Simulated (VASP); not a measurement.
# Cu (P2/m) in VASP: single point with PBEsol+D3(BJ)

Aim: the single point of Cu with PBEsol+D3(BJ).

Program: VASP 6.6.1. These are calculated values, not measurements. Logs are shortened: lines on timing, memory, paths and dates and some standing lists are left out, and cuts for length are marked.

### 1 The cell of the first run

Symmetry: P2/m, No. 10, monoclinic system. Conventional cell: a = 10.701 Å, b = 2.086 Å, c = 22.155 Å, α = 90.00°, β = 101.06°, γ = 90.00°. Within 2.8 Å of Cu (site symmetry 2/m) lie 2 Cu at 2.09 Å.

### 2 Single point, PBEsol+D3(BJ) (strain -0.0750 x Voigt [1, 1, 0, 0, 0, 0])

The input, INCAR:

```
ALGO     = Fast           # electronic algorithm
EDIFF    = 1E-7           # SCF threshold, eV
ENCUT    = 520            # plane-wave cutoff, eV
GGA      = PS             # functional
ISIF     = 2              # what is computed and relaxed
ISMEAR   = 0              # smearing method
IVDW     = 12             # dispersion correction
LASPH    = T              # aspherical terms in the spheres
LCHARG   = F              # write CHGCAR
LREAL    = F              # projectors in reciprocal space
LWAVE    = F              # write WAVECAR
NBANDS   = 12             # bands
NELM     = 100            # most SCF steps
PREC     = Accurate       # precision mode
SIGMA    = 0.15           # smearing width, eV
```

The input, KPOINTS:

```
k-points
0
Gamma
  6 26 4
```

The input, POSCAR:

```
Cu
1.0
   10.7006982263      0.0000000000      0.0000014014
    0.0000000000      2.0855374367      0.0000000000
   -4.2502400534      0.0000000000     21.7431577353
Cu
1
Direct
    0.5000000000      0.5000000000      0.5000000000
```

Potentials or basis: VASP PAW PBE potentials, release 64 (Cu).

Command:

```
$ cat potpaw_PBE.64/Cu/POTCAR > POTCAR
$ mpirun -np 1 vasp_std > vasp.out
```

OUTCAR:

```text
EDIFF = 1E-7
   ENCUT = 520
   GGA = PS
   ISIF = 2
   ISMEAR = 0
   IVDW = 12
   LASPH = T
   LREAL = F
   NELM = 100
   PREC = Accurate
 IVDW          = 12

 ion  position               nearest neighbor table
   1  0.500  0.500  0.500-

  LATTYP: Found a simple monoclinic cell.
 ALAT       =    10.7006982263
 B/A-ratio  =     0.1948973228
 C/A-ratio  =     2.0703949004
 COS(beta)  =    -0.1918438418

  Lattice vectors:

 A1 = (  10.7006982263,   0.0000000000,   0.0000014014)
 A2 = (   0.0000000000,   2.0855374367,   0.0000000000)
 A3 = (  -4.2502400534,   0.0000000000,  21.7431577353)

Analysis of symmetry for initial positions (statically):
=====================================================================
 Subroutine PRICEL returns:
 Original cell was already a primitive cell.

 Routine SETGRP: Setting up the symmetry group for a
 simple monoclinic supercell.

 Subroutine GETGRP returns: Found  4 space group operations
 (whereof  4 operations were pure point group operations)
 out of a pool of  4 trial point group operations.

The static configuration has the point symmetry C_2h.

Analysis of symmetry for dynamics (positions and initial velocities):
=====================================================================
 Subroutine PRICEL returns:
 Original cell was already a primitive cell.

 Routine SETGRP: Setting up the symmetry group for a
 simple monoclinic supercell.

 Subroutine GETGRP returns: Found  4 space group operations
 (whereof  4 operations were pure point group operations)
 out of a pool of  4 trial point group operations.

The dynamic configuration has the point symmetry C_2h.

 Subroutine INISYM returns: Found  4 space group operations
 (whereof  4 operations are pure point group operations),
 and found     1 'primitive' translations

----------------------------------------------------------------------------------------

                                     Primitive cell

  volume of cell :     485.2357

  direct lattice vectors                    reciprocal lattice vectors
    10.700698226  0.000000000  0.000001401     0.093451843  0.000000000  0.018267483
     0.000000000  2.085537437  0.000000000     0.000000000  0.479492711  0.000000000
    -4.250240053  0.000000000 21.743157735    -0.000000006  0.000000000  0.045991479

  length of vectors
    10.700698226  2.085537437 22.154671038     0.095220523  0.479492711  0.045991479

  position of ions in fractional coordinates (direct lattice)
     0.500000000  0.500000000  0.500000000

  ion indices of the primitive-cell ions
   primitive index   ion index
                 1           1

----------------------------------------------------------------------------------------

 KPOINTS: k-points

Automatic generation of k-mesh.
 Grid dimensions read from file:
 generate k-points for:    6   26    4

 Generating k-lattice:

  Cartesian coordinates                     Fractional coordinates (reciprocal lattice)
     0.015575307  0.000000000  0.003044581     0.166666667  0.000000000  0.000000000
     0.000000000  0.018442027  0.000000000     0.000000000  0.038461538  0.000000000
    -0.000000002  0.000000000  0.011497870    -0.000000000  0.000000000  0.250000000

  Length of vectors
     0.015870087  0.018442027  0.011497870

  Shift w.r.t. Gamma in fractional coordinates (k-lattice)
     0.000000000  0.000000000  0.000000000

 Subroutine IBZKPT returns following result:
 ===========================================

 Found    196 irreducible k-points:

 Following reciprocal coordinates:
            Coordinates               Weight
  0.000000  0.000000  0.000000      1.000000
  0.166667  0.000000  0.000000      2.000000
  0.333333  0.000000  0.000000      2.000000
  0.500000  0.000000 -0.000000      1.000000
  0.000000  0.038462  0.000000      2.000000
  0.166667  0.038462  0.000000      4.000000
[... 16 lines left out ...]
  0.333333  0.192308  0.000000      4.000000
  0.500000  0.192308 -0.000000      2.000000
 [... further k-points ...]
   k-points           NKPTS =    196   k-points in BZ     NKDIM =    196   number of bands    NBANDS=     12
   number of dos      NEDOS =    301   number of ions     NIONS =      1
   total plane-waves  NPLWV = 215040
   dimension x,y,z NGX =    80 NGY =   16 NGZ =  168
   dimension x,y,z NGXF=   160 NGYF=   32 NGZF=  336
   ions per type =               1
   NGX,Y,Z   is equivalent  to a cutoff of  12.43, 12.75, 12.61 a.u.
   NGXF,Y,Z  is equivalent  to a cutoff of  24.86, 25.51, 25.21 a.u.
 SYSTEM =  unknown system
   PREC   = accura    normal or accurate (medium, high low for compatibility)
   ISTART =      0    job   : 0-new  1-cont  2-samecut
   ICHARG =      2    charge: 1-file 2-atom 10-const
   ISPIN  =      1    spin polarized calculation?
   LNONCOLLINEAR =      F non collinear calculations
   LSORBIT =      F    spin-orbit coupling
   LASPH  =      T    aspherical Exc in radial PAW
   ENCUT  =  520.0 eV  38.22 Ry    6.18 a.u.  19.90  3.88 41.19*2*pi/ulx,y,z
   NELM   =    100;   NELMIN=  2; NELMDL= -5     # of ELM steps
   EDIFF  = 0.1E-06   stopping-criterion for ELM
   LREAL  =      F    real-space projection
   EDIFFG = 0.1E-05   stopping-criterion for IOM
   NSW    =      0    number of steps for IOM
   IBRION =     -1    ionic relax: 0-MD 1-quasi-New 2-CG
   NFREE  =      0    steps in history (QN), initial steepest desc. (CG)
   ISIF   =      2    stress and relaxation
   ISYM   =      2    0-nonsym 1-usesym 2-fastsym
   POTIM  = 0.5000    time-step for ionic-motion
   TEBEG  =    0.0;   TEEND  =   0.0 temperature during run
   PSTRESS=    0.0 pullay stress
   NELECT =      11.0000    total number of electrons
   NUPDOWN=      -1.0000    fix difference up-down
   EMIN   =  10.00;   EMAX   =-10.00  energy-range for DOS
   EFERMI =   0.00;   METHOD = LEGACY
   ISMEAR =     0;   SIGMA  =   0.15  broadening in eV -4-tet -1-fermi 0-gaus
   EFERMI_NEDOS =   21; number of points for ismear=-14 and -15
   IALGO  =     68    algorithm
   IMIX   =      4    mixing-type and parameters
     AMIX     =   0.40;   BMIX     =  1.00
     AMIX_MAG =   1.60;   BMIX_MAG =  1.00
  volume/ion in A,a.u.               =     485.24      3274.53
  Fermi-wavevector in a.u.,A,eV,Ry     =   0.463328  0.875562  2.920796  0.214672
  Thomas-Fermi vector in A             =   1.451436
   LORBIT       =      0    0 simple, 1 ext, 2 COOP (PROOUT), +10 PAW based schemes
   GGA     = PS    functional components
   LHFCALC =     F    Hartree Fock is set to
   AEXX    =    0.0000 exact exchange contribution
   IVDW    =    12    specifies the selected vdW correction
   LEPSILON=     F    determine dielectric tensor
   LRPA    =     F    only Hartree local field effects (RPA)
 non-spin polarized calculation
 RMM-DIIS sequential band-by-band and
 Gauss-broadening in eV      SIGMA  =   0.15
  energy-cutoff  :      520.00
  volume of cell :      485.24
 maximum number of plane-waves:     13176
   NGX = 39   NGY =  7   NGZ = 83

 number of electron      11.0000009 magnetization

 Free energy of the ion-electron system (eV)
  ---------------------------------------------------
  ext. energy  EPLUGINS =         0.00000000
  ---------------------------------------------------
  free energy    TOTEN  =        -1.81739464 eV

  energy without entropy =       -1.79651883  energy(sigma->0) =       -1.80695673

 E-fermi :  -4.9649     XC(G=0):  -0.8138

 val. band max:       -4.9808901033   @ k =   0.5000   0.2692   0.5000
 cond. band min:      -4.3273010709   @ k =   0.0000   0.3077   0.5000
 fundamental gap:      0.6535890324
 Fermi energy:        -4.9649195712

 k-point     1 :       0.0000    0.0000    0.0000
  band No.  band energies     occupation
      1      -9.3295      2.00000
      2      -6.5522      2.00000
      3      -6.2687      2.00000
      4      -6.2687      2.00000
      5      -5.0363      1.49885
      6      -5.0363      1.49883
      7      -2.2812      0.00000
      8      -2.2701      0.00000
      9       0.0548      0.00000
     10       0.4641      0.00000
     11       0.5352      0.00000
     12       1.0392      0.00000

 k-point     2 :       0.1667    0.0000    0.0000
  band No.  band energies     occupation
      1      -9.3295      2.00000
      2      -6.5521      2.00000
      3      -6.2687      2.00000
      4      -6.2687      2.00000
      5      -5.0363      1.49885
      6      -5.0363      1.49883
      7      -2.2807      0.00000
      8      -2.2753      0.00000
      9       0.1103      0.00000
     10       0.4902      0.00000
     11       0.5823      0.00000
     12       0.9955      0.00000

 k-point     3 :       0.3333    0.0000    0.0000
  band No.  band energies     occupation
      1      -9.3295      2.00000
      2      -6.5521      2.00000
      3      -6.2687      2.00000
      4      -6.2687      2.00000
      5      -5.0363      1.49885
      6      -5.0363      1.49883
      7      -2.2853      0.00000
      8      -2.2796      0.00000
      9       0.2622      0.00000
     10       0.5614      0.00000
     11       0.7170      0.00000
     12       0.7726      0.00000
[... 286 lines left out ...]
 k-point    23 :       0.3333    0.1923    0.0000
  band No.  band energies     occupation
      1      -7.7894      2.00000
      2      -6.1226      2.00000
      3      -6.1226      2.00000
      4      -6.0732      2.00000
      5      -6.0732      2.00000
      6      -5.8130      2.00000
      7      -0.5758      0.00000
      8      -0.5666      0.00000
      9       1.5303      0.00000
     10       1.8456      0.00000
     11       1.9933      0.00000
     12       2.0728      0.00000

 k-point    24 :       0.5000    0.1923   -0.0000
  band No.  band energies     occupation
      1      -7.7894      2.00000
      2      -6.1226      2.00000
      3      -6.1226      2.00000
      4      -6.0732      2.00000
      5      -6.0732      2.00000
      6      -5.8130      2.00000
      7      -0.5836      0.00000
      8      -0.5657      0.00000
      9       1.6905      0.00000
     10       1.8593      0.00000
     11       1.9065      0.00000
     12       2.0780      0.00000

 [... further k-points ...]

------------------------ aborting loop because EDIFF is reached ----------------------------------------

 Edisp (eV)   -0.03091

 E8    (eV) :    -0.0212

  FORCE on cell =-STRESS in cart. coord.  units (eV):
  Direction    XX          YY          ZZ          XY          YZ          ZX
  --------------------------------------------------------------------------------------
  -------------------------------------------------------------------------------------
  Total       0.00876     3.54834     0.01292     0.00000     0.00000     0.00007
  in kB       0.02891    11.71610     0.04266     0.00000     0.00000     0.00025
  external pressure =        3.93 kB  Pullay stress =        0.00 kB

 VOLUME and BASIS-vectors are now :
 -----------------------------------------------------------------------------
  energy-cutoff  :      520.00
  volume of cell :      485.24
      direct lattice vectors                 reciprocal lattice vectors
    10.700698226  0.000000000  0.000001401     0.093451843  0.000000000  0.018267483
     0.000000000  2.085537437  0.000000000     0.000000000  0.479492711  0.000000000
    -4.250240053  0.000000000 21.743157735    -0.000000006  0.000000000  0.045991479

 POSITION                                       TOTAL-FORCE (eV/Angst)
 -----------------------------------------------------------------------------------
      3.22523      1.04277     10.87158         0.000000      0.000000      0.000000
 -----------------------------------------------------------------------------------
    total drift:                               -0.000000     -0.000000     -0.000000

  FREE ENERGIE OF THE ION-ELECTRON SYSTEM (eV)
  ---------------------------------------------------
  free  energy   TOTEN  =        -1.8483091110 eV

  energy  without entropy=       -1.8274333005  energy(sigma->0) =       -1.83787121
```

It took 27 min on 1 thread of Intel Xeon Platinum 8259CL at 2.50GHz (Skylake/Cascade Lake), shared host; peak memory 1.3 GiB.

Results:

* Free energy: -1.8483 eV
* Pressure: 0.4 GPa
* Band gap on the k mesh: zero (an odd number of electrons rules out a gap without spin polarisation)
* Dispersion energy per atom: -0.031 eV

Stress tensor (GPa, compression positive):
```
0.00 0.00 0.00
0.00 1.17 0.00
0.00 0.00 0.00
```

Levels at points of the mesh, in eV from the Fermi level:
```csv
k point,band 3,band 4,band 5,band 6,band 7,band 8,band 9,band 10
"(0.00, 0.00, 0.00)",-1.30,-1.30,-0.07,-0.07,2.68,2.69,5.02,5.43
"(0.50, 0.00, 0.00)",-1.30,-1.30,-0.07,-0.07,2.67,2.69,5.40,5.52
"(0.00, 0.50, 0.00)",-0.70,-0.70,-0.13,4.77,8.78,11.22,11.23,12.69
"(0.50, 0.50, 0.00)",-0.70,-0.70,-0.13,4.77,8.78,11.21,11.22,12.65
"(0.00, 0.00, 0.50)",-1.30,-1.30,-0.07,-0.07,2.68,2.69,5.04,5.28
"(0.50, 0.00, 0.50)",-1.30,-1.30,-0.07,-0.07,2.67,2.69,5.41,5.54
"(0.00, 0.50, 0.50)",-0.70,-0.70,-0.13,4.77,8.78,11.22,11.23,12.69
"(0.50, 0.50, 0.50)",-0.70,-0.70,-0.13,4.77,8.78,11.21,11.22,12.65
```

Caveat: the cell differs from its parent crystal (strain -0.0750 x Voigt [1, 1, 0, 0, 0, 0]); the PAW data sets were made with another functional, which shifts forces and pressure a little.

The gap in the log of VASP goes by the Fermi energy; the results here count the filled bands.